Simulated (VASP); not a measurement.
# Ti9C8 (a cell with a defect) in VASP: single point with PBE

Aim: the single point of Ti9C8 (a cell with a defect) with PBE.

Everything below comes from runs of VASP 6.6.1. Logs are shortened: lines on timing, memory, paths and dates and some standing lists are left out, and cuts for length are marked.

## 1. The cell of the first run

The cell holds a defect, 17 atoms: a = 6.127 Å, b = 6.127 Å, c = 6.127 Å, α = 60.00°, β = 60.00°, γ = 60.00°.

## 2. Single point, PBE (with an interstitial atom, then relaxed in part)

File INCAR:

```
ALGO     = Normal         # electronic algorithm
EDIFF    = 1E-6           # SCF threshold, eV
ENCUT    = 520            # plane-wave cutoff, eV
GGA      = PE             # functional
ISIF     = 2              # what is computed and relaxed
ISMEAR   = 0              # smearing method
LASPH    = True           # aspherical terms in the spheres
LCHARG   = False          # write CHGCAR
LREAL    = Auto         
LWAVE    = False          # write WAVECAR
NBANDS   = 84             # bands
NELM     = 80             # most SCF steps
PREC     = Accurate       # precision mode
SIGMA    = 0.1            # smearing width, eV
```

File KPOINTS:

```
k-points
0
Gamma
  8 8 8
```

File POSCAR:

```
Ti9C8
1.0
    0.0000000000      4.3327798708     -4.3327798708
    4.3327798708      4.3327798708      0.0000000000
    4.3327798708      0.0000000000     -4.3327798708
Ti C
9 8
Direct
    0.0006547787     -0.0002182596      0.4997817404
    0.0191024173      0.5191024173      0.4426927481
    0.4997817404     -0.0002182596      0.4997817404
    0.4997817404      0.5006547787      0.4997817404
    0.0191024173     -0.0573072519      1.0191024173
    0.0191024173      0.5191024173      1.0191024173
    0.4997817404     -0.0002182596      1.0006547787
    0.4426927481      0.5191024173      1.0191024173
    0.8750000000      0.3750000000      0.8750000000
    0.2545929854      0.7545929854      0.2545929854
    0.2545929854      0.2362210438      0.2545929854
    0.7362210438      0.7545929854      0.2545929854
    0.7458844437      0.2458844437      0.2623466688
    0.2545929854      0.7545929854      0.7362210438
    0.2623466688      0.2458844437      0.7458844437
    0.7458844437      0.7623466688      0.7458844437
    0.7458844437      0.2458844437      0.7458844437
```

Potentials or basis: VASP PAW PBE potentials, release 64 (Ti_sv, C).

On the command line:

```
$ cat potpaw_PBE.64/Ti_sv/POTCAR potpaw_PBE.64/C/POTCAR > POTCAR
$ mpirun -np 1 vasp_std > vasp.out
```

OUTCAR:

```text
EDIFF = 1E-6
   ENCUT = 520
   GGA = PE
   ISIF = 2
   ISMEAR = 0
   LASPH = True
   LREAL = Auto
   NELM = 80
   PREC = Accurate

 ion  position               nearest neighbor table
   1  0.001  1.000  0.500-  10 2.13  11 2.13  14 2.13  17 2.13  16 2.13  13 2.13
   2  0.019  0.519  0.443-  11 2.06  12 2.06  10 2.06   9 2.16  15 2.37  16 2.37  17 2.37   6 2.60
                             8 2.60   5 2.60
   3  0.500  1.000  0.500-  11 2.13  12 2.13  14 2.13  13 2.13  15 2.13  16 2.13
   4  0.500  0.501  0.500-  10 2.13  12 2.13  14 2.13  17 2.13  15 2.13  13 2.13
   5  0.019  0.943  0.019-  12 2.06  14 2.06  10 2.06   9 2.16  13 2.37  15 2.37  17 2.37   6 2.60
                             8 2.60   2 2.60
   6  0.019  0.519  0.019-  11 2.06  12 2.06  14 2.06   9 2.16  13 2.37  15 2.37  16 2.37   5 2.60
                             8 2.60   2 2.60
   7  0.500  1.000  0.001-  10 2.13  11 2.13  12 2.13  17 2.13  16 2.13  15 2.13
   8  0.443  0.519  0.019-  11 2.06  14 2.06  10 2.06   9 2.16  13 2.37  16 2.37  17 2.37   5 2.60
                             6 2.60   2 2.60
   9  0.875  0.375  0.875-  13 1.94  15 1.94  16 1.94  17 1.94   6 2.16   2 2.16   8 2.16   5 2.16

  10  0.255  0.755  0.255-   5 2.06   2 2.06   8 2.06   4 2.13   7 2.13   1 2.13
  11  0.255  0.236  0.255-   2 2.06   8 2.06   6 2.06   3 2.13   7 2.13   1 2.13
  12  0.736  0.755  0.255-   2 2.06   5 2.06   6 2.06   3 2.13   4 2.13   7 2.13
  13  0.746  0.246  0.262-   9 1.94   3 2.13   4 2.13   1 2.13   8 2.37   5 2.37   6 2.37
  14  0.255  0.755  0.736-   5 2.06   8 2.06   6 2.06   3 2.13   4 2.13   1 2.13
  15  0.262  0.246  0.746-   9 1.94   3 2.13   7 2.13   4 2.13   2 2.37   5 2.37   6 2.37
  16  0.746  0.762  0.746-   9 1.94   3 2.13   7 2.13   1 2.13   8 2.37   2 2.37   6 2.37
  17  0.746  0.246  0.746-   9 1.94   4 2.13   7 2.13   1 2.13   2 2.37   8 2.37   5 2.37

  LATTYP: Found a face centered cubic cell.
 ALAT       =     8.6655597416

  Lattice vectors:

 A1 = (   0.0000000000,   4.3327798708,  -4.3327798708)
 A2 = (   4.3327798708,   4.3327798708,   0.0000000000)
 A3 = (   4.3327798708,   0.0000000000,  -4.3327798708)

Analysis of symmetry for initial positions (statically):
=====================================================================
 Subroutine PRICEL returns:
 Original cell was already a primitive cell.

 Routine SETGRP: Setting up the symmetry group for a
 face centered cubic supercell.

 Subroutine GETGRP returns: Found 24 space group operations
 (whereof  6 operations were pure point group operations)
 out of a pool of 48 trial point group operations.

The static configuration has the point symmetry C_3v.
 The point group associated with its full space group is T_d .

Analysis of symmetry for dynamics (positions and initial velocities):
=====================================================================
 Subroutine PRICEL returns:
 Original cell was already a primitive cell.

[... 154 lines left out ...]
   EFERMI_NEDOS =   21; number of points for ismear=-14 and -15
   IALGO  =     38    algorithm
   IMIX   =      4    mixing-type and parameters
     AMIX     =   0.40;   BMIX     =  1.00
     AMIX_MAG =   1.60;   BMIX_MAG =  1.00
  volume/ion in A,a.u.               =       9.57        64.58
  Fermi-wavevector in a.u.,A,eV,Ry     =   1.557187  2.942658 32.991851  2.424833
  Thomas-Fermi vector in A             =   2.660874
   LORBIT       =      0    0 simple, 1 ext, 2 COOP (PROOUT), +10 PAW based schemes
   GGA     = PE    functional components
   LHFCALC =     F    Hartree Fock is set to
   AEXX    =    0.0000 exact exchange contribution
   IVDW    =     0    specifies the selected vdW correction
   LEPSILON=     F    determine dielectric tensor
   LRPA    =     F    only Hartree local field effects (RPA)
 non-spin polarized calculation
 Gauss-broadening in eV      SIGMA  =   0.10
  energy-cutoff  :      520.00
  volume of cell :      162.68
 maximum number of plane-waves:      4405
 NGX is ok and might be reduce to    48
   NGX = 23   NGY = 23   NGZ = 23

 number of electron     139.9999997 magnetization

 Free energy of the ion-electron system (eV)
  ---------------------------------------------------
  ext. energy  EPLUGINS =         0.00000000
  ---------------------------------------------------
  free energy    TOTEN  =      -147.80920487 eV

  energy without entropy =     -147.76646981  energy(sigma->0) =     -147.78783734

 E-fermi :  10.9170     XC(G=0): -13.0619

 val. band max:       10.9016604869   @ k =   0.2500   0.1250   0.0000
 cond. band min:      10.9266509040   @ k =  -0.3750   0.2500   0.1250
 fundamental gap:      0.0249904171
 Fermi energy:        10.9169971734

 k-point     1 :       0.0000    0.0000    0.0000
  band No.  band energies     occupation
      1     -46.1817      2.00000
      2     -46.0574      2.00000
      3     -46.0176      2.00000
      4     -46.0176      2.00000
      5     -46.0176      2.00000
      6     -45.7807      2.00000
[... 2029 lines left out ...]
     81      12.9420      0.00000
     82      13.3036      0.00000

 [... further k-points ...]

 [bands above 82 left out]

------------------------ aborting loop because EDIFF is reached ----------------------------------------

  FORCE on cell =-STRESS in cart. coord.  units (eV):
  Direction    XX          YY          ZZ          XY          YZ          ZX
  --------------------------------------------------------------------------------------
  -------------------------------------------------------------------------------------
  Total       35.9461544     35.9461544     35.9461544      0.0000000     -0.0000000     -0.0000000
  in kB      354.0243610    354.0243610    354.0243610      0.0000000     -0.0000000     -0.0000000
  external PRESSURE =     354.0243610 kB  Pullay stress =       0.0000000 kB

 VOLUME and BASIS-vectors are now :
 -----------------------------------------------------------------------------
  energy-cutoff  :      520.00
  volume of cell :      162.68
      direct lattice vectors                 reciprocal lattice vectors
     0.000000000  4.332779871 -4.332779871    -0.115399354  0.115399354 -0.115399354
     4.332779871  4.332779871  0.000000000     0.115399354  0.115399354  0.115399354
     4.332779871  0.000000000 -4.332779871     0.115399354 -0.115399354 -0.115399354

 POSITION                                       TOTAL-FORCE (eV/Angst)
 -----------------------------------------------------------------------------------
      6.49728      4.33467     -2.16828        -0.014224      0.014224     -0.014224
      4.16725      2.33192     -2.00086        -0.017754      0.017754      0.017754
      6.49728      6.49728     -4.33089        -0.014224     -0.014224      0.014224
      4.33467      4.33467     -4.33089         0.014224      0.014224      0.014224
      4.16725      4.16725     -0.16553        -0.017754     -0.017754     -0.017754
      2.33192      2.33192     -0.16553         0.017754      0.017754     -0.017754
[... 9 lines left out ...]
      6.53483      6.53483     -6.46351        -0.030153     -0.030153     -0.030153
      4.29712      4.29712     -6.46351         0.030153      0.030153     -0.030153
 -----------------------------------------------------------------------------------
    total drift:                                0.000000      0.000000     -0.000000

  FREE ENERGIE OF THE ION-ELECTRON SYSTEM (eV)
  ---------------------------------------------------
  free  energy   TOTEN  =      -147.8092048697 eV

  energy  without entropy=     -147.7664698132  energy(sigma->0) =     -147.78783734
```

stdout:

```text
POSCAR found type information on POSCAR TiC
 POSCAR found :  2 types and      17 ions
 scaLAPACK will be used
 LDA part: xc-table for (Slater+PW92), standard interpolation
 POSCAR, INCAR and KPOINTS ok, starting setup
 FFT: planning ... GRIDC
 FFT: planning ... GRID_SOFT
 FFT: planning ... GRID
 WAVECAR not read
 entering main loop
```

Wall time 13 min (1 thread of Intel Xeon Platinum 8488C (Sapphire Rapids), shared host); peak memory 0.46 GiB.

Results:

```yaml
Free_energy: -147.8092 eV
Pressure: 35.4 GPa
Largest_force: 0.052 eV/Å
Band_gap_on_the_k_mesh: zero (bands 70 and 71 overlap by 0.82 eV)
```

Forces in eV/Å, atoms in the order of the input:
```
Ti  -0.014  0.014 -0.014
Ti  -0.018  0.018  0.018
Ti  -0.014 -0.014  0.014
Ti   0.014  0.014  0.014
Ti  -0.018 -0.018 -0.018
Ti   0.018  0.018 -0.018
Ti   0.014 -0.014 -0.014
Ti   0.018 -0.018  0.018
Ti   0.000  0.000  0.000
C    0.007  0.007 -0.007
C   -0.007 -0.007 -0.007
C    0.007 -0.007  0.007
C   -0.030  0.030  0.030
C   -0.007  0.007  0.007
C    0.030 -0.030  0.030
C   -0.030 -0.030 -0.030
C    0.030  0.030 -0.030
```

Caveat: the cell differs from its parent crystal (with an interstitial atom, then relaxed in part).

The gap in the log of VASP goes by the Fermi energy; the results here count the filled bands.